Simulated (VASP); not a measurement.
# Nb (Im-3m) in VASP: notebook

Runs on Nb. Level: PBEsol. Tasks: single point, relaxation of cell and atoms.

Program: VASP 6.6.1. These are calculated values, not measurements. Logs are shortened: lines on timing, memory, paths and dates and some standing lists are left out, and cuts for length are marked.

### 1 The cell of the first run

The structure is cubic, space group Im-3m (No. 229). Conventional cell: a = 3.257 Å, b = 3.257 Å, c = 3.257 Å, α = 90.00°, β = 90.00°, γ = 90.00°. Nb (site symmetry m-3m) has 14 Nb at 2.82 to 3.26 Å within 3.7 Å.

### 2 Single point, PBEsol

Input file INCAR:

```
  PREC = Accurate
  ENCUT = 520
  EDIFF = 1E-7
  ISMEAR = 1
  SIGMA = 0.05
  LREAL = False
  LASPH = True
  NELM = 80
  ALGO = Normal
  ISIF = 2
  LWAVE = False
  LCHARG = True
  GGA = PS
  LELF = True
  LVHAR = True
  NBANDS = 20
```

Input file KPOINTS:

```
Automatic mesh
0
Gamma
  5 5 5
```

Input file POSCAR:

```
Nb
1.0
    3.2568070409      0.0000000000      0.0000000000
    0.0000000000      3.2568070409      0.0000000000
    0.0000000000      0.0000000000      3.2568070409
Nb
2
Direct
    0.0000000000      0.0000000000      0.0000000000
    0.5000000000      0.5000000000      0.5000000000
```

Potentials or basis: VASP PAW PBE potentials, release 64 (Nb_sv).

Launch:

```bash
cat potpaw_PBE.64/Nb_sv/POTCAR > POTCAR
mpirun -np 1 vasp_std > vasp.out
```

OUTCAR:

```text
PREC = Accurate
   ENCUT = 520
   EDIFF = 1E-7
   ISMEAR = 1
   LREAL = False
   LASPH = True
   NELM = 80
   ISIF = 2
   GGA = PS

 ion  position               nearest neighbor table
   1  0.000  0.000  0.000-   2 2.82   2 2.82   2 2.82   2 2.82   2 2.82   2 2.82   2 2.82   2 2.82

   2  0.500  0.500  0.500-   1 2.82   1 2.82   1 2.82   1 2.82   1 2.82   1 2.82   1 2.82   1 2.82

  LATTYP: Found a simple cubic cell.
 ALAT       =     3.2568070409

  Lattice vectors:

 A1 = (   3.2568070409,   0.0000000000,   0.0000000000)
 A2 = (   0.0000000000,   3.2568070409,   0.0000000000)
 A3 = (   0.0000000000,   0.0000000000,   3.2568070409)

Analysis of symmetry for initial positions (statically):
=====================================================================
 Subroutine PRICEL returns following result:

  LATTYP: Found a body centered cubic cell.
 ALAT       =     3.2568070409

  Lattice vectors:

 A1 = (   1.6284035205,   1.6284035205,  -1.6284035204)
 A2 = (  -1.6284035205,   1.6284035204,   1.6284035204)
 A3 = (   1.6284035205,  -1.6284035204,   1.6284035205)

   2 primitive cells build up your supercell.

 Routine SETGRP: Setting up the symmetry group for a
 simple cubic supercell.

 Subroutine GETGRP returns: Found 48 space group operations
 (whereof 48 operations were pure point group operations)
 out of a pool of 48 trial point group operations.

The static configuration has the point symmetry O_h .

Analysis of symmetry for dynamics (positions and initial velocities):
=====================================================================
 Subroutine PRICEL returns following result:

  LATTYP: Found a body centered cubic cell.
 ALAT       =     3.2568070409

  Lattice vectors:

 A1 = (   1.6284035205,   1.6284035205,  -1.6284035204)
 A2 = (  -1.6284035205,   1.6284035204,   1.6284035204)
 A3 = (   1.6284035205,  -1.6284035204,   1.6284035205)

   2 primitive cells build up your supercell.

 Routine SETGRP: Setting up the symmetry group for a
 simple cubic supercell.

 Subroutine GETGRP returns: Found 48 space group operations
 (whereof 48 operations were pure point group operations)
 out of a pool of 48 trial point group operations.

The dynamic configuration has the point symmetry O_h .

 Subroutine INISYM returns: Found 48 space group operations
 (whereof 48 operations are pure point group operations),
 and found     2 'primitive' translations

----------------------------------------------------------------------------------------

                                     Primitive cell

  volume of cell :      17.2721

  direct lattice vectors                    reciprocal lattice vectors
     1.628403520  1.628403520 -1.628403520     0.307049201  0.307049201  0.000000000
    -1.628403520  1.628403520  1.628403520    -0.000000000  0.307049201  0.307049201
     1.628403520 -1.628403520  1.628403520     0.307049201  0.000000000  0.307049201

  length of vectors
     2.820477633  2.820477633  2.820477633     0.434233144  0.434233144  0.434233144

  position of ions in fractional coordinates (direct lattice)
     0.000000000  0.000000000  0.000000000

  ion indices of the primitive-cell ions
   primitive index   ion index
                 1           1

----------------------------------------------------------------------------------------

 KPOINTS: Automatic mesh

Automatic generation of k-mesh.
 Grid dimensions read from file:
 generate k-points for:    5    5    5

 Generating k-lattice:

  Cartesian coordinates                     Fractional coordinates (reciprocal lattice)
     0.061409840  0.000000000  0.000000000     0.200000000  0.000000000  0.000000000
     0.000000000  0.061409840  0.000000000     0.000000000  0.200000000  0.000000000
     0.000000000  0.000000000  0.061409840     0.000000000  0.000000000  0.200000000

  Length of vectors
     0.061409840  0.061409840  0.061409840

  Shift w.r.t. Gamma in fractional coordinates (k-lattice)
     0.000000000  0.000000000  0.000000000

 Subroutine IBZKPT returns following result:
 ===========================================

 Found     10 irreducible k-points:

 Following reciprocal coordinates:
            Coordinates               Weight
  0.000000  0.000000  0.000000      1.000000
  0.200000  0.000000  0.000000      6.000000
  0.400000  0.000000  0.000000      6.000000
  0.200000  0.200000  0.000000     12.000000
  0.400000  0.200000  0.000000     24.000000
  0.400000  0.400000  0.000000     12.000000
  0.200000  0.200000  0.200000      8.000000
  0.400000  0.200000  0.200000     24.000000
  0.400000  0.400000  0.200000     24.000000
  0.400000  0.400000  0.400000      8.000000
   k-points           NKPTS =     10   k-points in BZ     NKDIM =     10   number of bands    NBANDS=     20
   number of dos      NEDOS =    301   number of ions     NIONS =      2
   total plane-waves  NPLWV =  13824
   dimension x,y,z NGX =    24 NGY =   24 NGZ =   24
   dimension x,y,z NGXF=    48 NGYF=   48 NGZF=   48
   ions per type =               2
   NGX,Y,Z   is equivalent  to a cutoff of  12.25, 12.25, 12.25 a.u.
   NGXF,Y,Z  is equivalent  to a cutoff of  24.50, 24.50, 24.50 a.u.
 SYSTEM =  unknown system
   PREC   = accura    normal or accurate (medium, high low for compatibility)
   ISTART =      0    job   : 0-new  1-cont  2-samecut
   ICHARG =      2    charge: 1-file 2-atom 10-const
   ISPIN  =      1    spin polarized calculation?
   LNONCOLLINEAR =      F non collinear calculations
   LSORBIT =      F    spin-orbit coupling
   LASPH  =      T    aspherical Exc in radial PAW
   ENCUT  =  520.0 eV  38.22 Ry    6.18 a.u.   6.06  6.06  6.06*2*pi/ulx,y,z
   NELM   =     80;   NELMIN=  2; NELMDL= -5     # of ELM steps
   EDIFF  = 0.1E-06   stopping-criterion for ELM
   LREAL  =      F    real-space projection
   EDIFFG = 0.1E-05   stopping-criterion for IOM
   NSW    =      0    number of steps for IOM
   IBRION =     -1    ionic relax: 0-MD 1-quasi-New 2-CG
   NFREE  =      0    steps in history (QN), initial steepest desc. (CG)
   ISIF   =      2    stress and relaxation
   ISYM   =      2    0-nonsym 1-usesym 2-fastsym
   POTIM  = 0.5000    time-step for ionic-motion
   TEBEG  =    0.0;   TEEND  =   0.0 temperature during run
   PSTRESS=    0.0 pullay stress
   NELECT =      26.0000    total number of electrons
   NUPDOWN=      -1.0000    fix difference up-down
   EMIN   =  10.00;   EMAX   =-10.00  energy-range for DOS
   EFERMI =   0.00;   METHOD = LEGACY
   ISMEAR =     1;   SIGMA  =   0.05  broadening in eV -4-tet -1-fermi 0-gaus
   EFERMI_NEDOS =   21; number of points for ismear=-14 and -15
   IALGO  =     38    algorithm
   IMIX   =      4    mixing-type and parameters
     AMIX     =   0.40;   BMIX     =  1.00
     AMIX_MAG =   1.60;   BMIX_MAG =  1.00
  volume/ion in A,a.u.               =      17.27       116.56
  Fermi-wavevector in a.u.,A,eV,Ry     =   1.489157  2.814099 30.172138  2.217590
  Thomas-Fermi vector in A             =   2.602101
   LORBIT       =      0    0 simple, 1 ext, 2 COOP (PROOUT), +10 PAW based schemes
   GGA     = PS    functional components
   LHFCALC =     F    Hartree Fock is set to
   AEXX    =    0.0000 exact exchange contribution
   IVDW    =     0    specifies the selected vdW correction
   LEPSILON=     F    determine dielectric tensor
   LRPA    =     F    only Hartree local field effects (RPA)
 non-spin polarized calculation
 Methfessel and Paxton  Order N= 1 SIGMA  =   0.05
  energy-cutoff  :      520.00
  volume of cell :       34.54
 maximum number of plane-waves:       948
   NGX = 13   NGY = 13   NGZ = 13

 number of electron      25.9999998 magnetization

 Free energy of the ion-electron system (eV)
  ---------------------------------------------------
  ext. energy  EPLUGINS =         0.00000000
  ---------------------------------------------------
  free energy    TOTEN  =       -21.92606867 eV

  energy without entropy =      -21.92374473  energy(sigma->0) =      -21.92529402

 E-fermi :  11.7208     XC(G=0): -12.8429

 val. band max:       11.7108082423   @ k =   0.4000   0.2000   0.0000
 cond. band min:      11.9518675117   @ k =   0.2000   0.0000   0.0000
 fundamental gap:      0.2410592695
 Fermi energy:        11.7207845775

 k-point     1 :       0.0000    0.0000    0.0000
  band No.  band energies     occupation
      1     -42.5473      2.00000
      2     -42.0505      2.00000
      3     -18.8279      2.00000
      4     -18.8279      2.00000
      5     -18.8279      2.00000
      6     -17.7671      2.00000
[... 12 lines left out ...]
     19      17.5986      0.00000
     20      21.0577      0.00000

 k-point     2 :       0.2000    0.0000    0.0000
  band No.  band energies     occupation
      1     -42.4934      2.00000
      2     -42.0908      2.00000
      3     -18.8339      2.00000
      4     -18.7242      2.00000
      5     -18.7242      2.00000
      6     -17.9840      2.00000
[... 12 lines left out ...]
     19      16.8176      0.00000
     20      19.3193      0.00000

 k-point     3 :       0.4000    0.0000    0.0000
  band No.  band energies     occupation
      1     -42.3582      2.00000
      2     -42.2040      2.00000
      3     -18.7444      2.00000
      4     -18.4545      2.00000
      5     -18.4545      2.00000
      6     -18.4244      2.00000
[... 12 lines left out ...]
     19      16.3522      0.00000
     20      17.1073      0.00000

 k-point     4 :       0.2000    0.2000    0.0000
  band No.  band energies     occupation
      1     -42.4477      2.00000
      2     -42.1215      2.00000
      3     -19.0061      2.00000
      4     -18.6368      2.00000
      5     -18.4832      2.00000
      6     -18.3371      2.00000
[... 107 lines left out ...]
 k-point     9 :       0.4000    0.4000    0.2000
  band No.  band energies     occupation
      1     -42.2695      2.00000
      2     -42.2307      2.00000
      3     -19.1419      2.00000
      4     -19.1074      2.00000
      5     -18.4904      2.00000
      6     -18.2832      2.00000
[... 12 lines left out ...]
     19      19.1390      0.00000
     20      20.5949      0.00000

 k-point    10 :       0.4000    0.4000    0.4000
  band No.  band energies     occupation
      1     -42.2441      2.00000
      2     -42.2292      2.00000
      3     -18.9485      2.00000
      4     -18.7708      2.00000
      5     -18.7708      2.00000
      6     -18.3065      2.00000
[... 12 lines left out ...]
     19      21.5243      0.00000
     20      21.8833      0.00000

------------------------ aborting loop because EDIFF is reached ----------------------------------------

  FORCE on cell =-STRESS in cart. coord.  units (eV):
  Direction    XX          YY          ZZ          XY          YZ          ZX
  --------------------------------------------------------------------------------------
  -------------------------------------------------------------------------------------
  Total       -0.0876502     -0.0876502     -0.0876502      0.0000000      0.0000000      0.0000000
  in kB       -4.0652528     -4.0652528     -4.0652528      0.0000000      0.0000000      0.0000000
  external PRESSURE =      -4.0652528 kB  Pullay stress =       0.0000000 kB

 VOLUME and BASIS-vectors are now :
 -----------------------------------------------------------------------------
  energy-cutoff  :      520.00
  volume of cell :       34.54
      direct lattice vectors                 reciprocal lattice vectors
     3.256807041  0.000000000  0.000000000     0.307049201  0.000000000  0.000000000
     0.000000000  3.256807041  0.000000000     0.000000000  0.307049201  0.000000000
     0.000000000  0.000000000  3.256807041     0.000000000  0.000000000  0.307049201

 POSITION                                       TOTAL-FORCE (eV/Angst)
 -----------------------------------------------------------------------------------
      0.00000      0.00000      0.00000        -0.000000      0.000000     -0.000000
      1.62840      1.62840      1.62840         0.000000     -0.000000      0.000000
 -----------------------------------------------------------------------------------
    total drift:                                0.000000      0.000000     -0.000000

  FREE ENERGIE OF THE ION-ELECTRON SYSTEM (eV)
  ---------------------------------------------------
  free  energy   TOTEN  =       -21.9260686718 eV

  energy  without entropy=      -21.9237447310  energy(sigma->0) =      -21.92529402
```

It took 9.4 s on 1 thread of Intel Xeon 8259CL, shared host; peak memory 0.13 GiB.

Results:

```
Free energy            : -21.9261 eV
Pressure               : -0.4 GPa
Band gap on the k mesh : zero (bands 13 and 14 overlap by 1.64 eV)
```

Caveat: the k points lie up to 0.39 Å⁻¹ apart, too coarse for converged energies and pressures of a metal; the PAW data sets were made with another functional, which shifts forces and pressure a little.

### 3 Relaxation of cell and atoms, PBEsol

Input file INCAR:

```
PREC = Accurate
ENCUT = 600
EDIFF = 1E-7
ISMEAR = 1
SIGMA = 0.05
LREAL = False
LASPH = True
NELM = 80
ALGO = Normal
ISIF = 3
LWAVE = False
LCHARG = False
GGA = PS
IBRION = 2
NSW = 80
EDIFFG = -0.02
```

Input file KPOINTS:

```
regular mesh
0
Gamma
  5 5 5
```

POSCAR is that of step 2.

Potentials or basis: VASP PAW PBE potentials, release 64 (Nb_sv).

Launch:

```bash
cat potpaw_PBE.64/Nb_sv/POTCAR > POTCAR
mpirun -np 1 vasp_std > vasp.out
```

It took 46 s on 1 thread of Intel Xeon 8259CL, shared host; peak memory 0.16 GiB.

Results (log left out):

```
Free energy                           : -21.9265 eV
Relaxed volume                        : 17.24 Å³/atom
Relaxed cell                          : a = 3.255 Å, b = 3.255 Å, c = 3.255 Å, α = 90.00°, β = 90.00°, γ = 90.00°
Space group after relaxing (to 0.1 Å) : Im-3m (No. 229)
Energy gained by relaxing             : 0.0 meV/atom
Ionic steps                           : 3
Pressure after relaxing               : 0.0 GPa
Band gap on the k mesh                : zero (bands 13 and 14 overlap by 1.65 eV)
```

Final structure:
```
Nb
1.0
     3.25483    0.00000    0.00000
     0.00000    3.25483    0.00000
     0.00000    0.00000    3.25483
Nb
2
Direct
  0.00000 0.00000 0.00000
  0.50000 0.50000 0.50000
```

Levels at points of the mesh, in eV from the Fermi level:
| k point | band 8 | band 9 | band 10 | band 11 | band 12 | band 13 | band 14 | band 15 | band 16 | band 17 |
| --- | --- | --- | --- | --- | --- | --- | --- | --- | --- | --- |
| (0.00, 0.00, 0.00) | -29.48 | -6.13 | -4.07 | -4.07 | 0.29 | 0.29 | 0.29 | 3.35 | 3.35 | 5.89 |

Caveat: the k points lie up to 0.39 Å⁻¹ apart in the final cell, too coarse for converged energies and pressures of a metal; the PAW data sets were made with another functional, which shifts forces and pressure a little.

### 4 Relaxation of cell and atoms, PBEsol

This run uses another cell than the first one, of 18.46 Å³/atom.

Input file INCAR:

```
SYSTEM = Nb
PREC = Accurate
ENCUT = 600
EDIFF = 1E-7
ISMEAR = 1
SIGMA = 0.05
LREAL = .FALSE.
LASPH = .TRUE.
NELM = 100
ALGO = Normal
ISIF = 3
LWAVE = .FALSE.
LCHARG = .FALSE.
GGA = PS
IBRION = 2
NSW = 80
EDIFFG = -0.02
```

Input file KPOINTS:

```
Automatic mesh
0
G
  5 5 5
  0 0 0
```

Input file POSCAR:

```
Nb
1.0
    3.3300000000      0.0000000000      0.0000000000
    0.0000000000      3.3300000000      0.0000000000
    0.0000000000      0.0000000000      3.3300000000
Nb
2
Direct
    0.0000000000      0.0000000000      0.0000000000
    0.5000000000      0.5000000000      0.5000000000
```

Launch:

```bash
cat potpaw_PBE.64/Nb_sv/POTCAR > POTCAR
mpirun -np 1 vasp_std > vasp.out
```

Run time: 73 s. Hardware: 1 thread of Intel Xeon 8259CL, shared host; peak memory 0.16 GiB.

It converged, with:

```yaml
Free_energy: -21.9278 eV
Relaxed_volume: 17.25 Å³/atom
Relaxed_cell: a = 3.255 Å, b = 3.255 Å, c = 3.255 Å, α = 90.00°, β = 90.00°, γ = 90.00°
Space_group_after_relaxing_to_0.1_Å: Im-3m (No. 229)
Energy_gained_by_relaxing: 47.3 meV/atom
Ionic_steps: 4
Pressure_after_relaxing: -0.1 GPa
Band_gap_on_the_k_mesh: zero (bands 13 and 14 overlap by 1.65 eV)
```

The path:
| step | energy change (eV) | largest force (eV/Å) | pressure (GPa) | volume (Å³) |
| --- | --- | --- | --- | --- |
| 1 | 0.0000 | 0.0000 | -11.81 | 36.93 |
| 2 | 0.3306 | 0.0000 | 35.07 | 30.12 |
| 3 | -0.0945 | 0.0000 | -0.58 | 34.59 |
| 4 | -0.0947 | 0.0000 | -0.09 | 34.50 |

Final structure:
```
Nb
1.0
     3.25536    0.00000    0.00000
     0.00000    3.25536    0.00000
     0.00000    0.00000    3.25536
Nb
2
Direct
  0.00000 0.00000 0.00000
  0.50000 0.50000 0.50000
```

Levels at points of the mesh, in eV from the Fermi level:
| k point | band 10 | band 11 | band 12 | band 13 | band 14 | band 15 |
| --- | --- | --- | --- | --- | --- | --- |
| (0.00, 0.00, 0.00) | -4.07 | -4.07 | 0.29 | 0.29 | 0.29 | 3.34 |

Caveat: the k points lie up to 0.39 Å⁻¹ apart in the final cell, too coarse for converged energies and pressures of a metal; the PAW data sets were made with another functional, which shifts forces and pressure a little.

### 5 Summary

| task | cell | cutoff (eV) | gap on the mesh (eV) | pressure (GPa) | relaxed volume (Å³/atom) |
| --- | --- | --- | --- | --- | --- |
| single point | a = 3.257 Å, 2 atoms | 520 | none | -0.4 | - |
| relaxation of cell and atoms | relaxed from a = 3.257 Å, 2 atoms | 600 | none | 0.0 | 17.24 |
| relaxation of cell and atoms | relaxed from a = 3.330 Å, 2 atoms | 600 | none | -0.1 | 17.25 |

Alike in all rows: level PBEsol; potentials or basis VASP PAW PBE potentials, release 64 (Nb_sv); no spin polarisation; k mesh 5 × 5 × 5; smearing methfessel-paxton 0.05 eV.

Caveats: all runs use coarse meshes; the PAW data sets were made with another functional, which shifts forces and pressure a little.

Absolute energies hang on the potentials; compare differences alone.
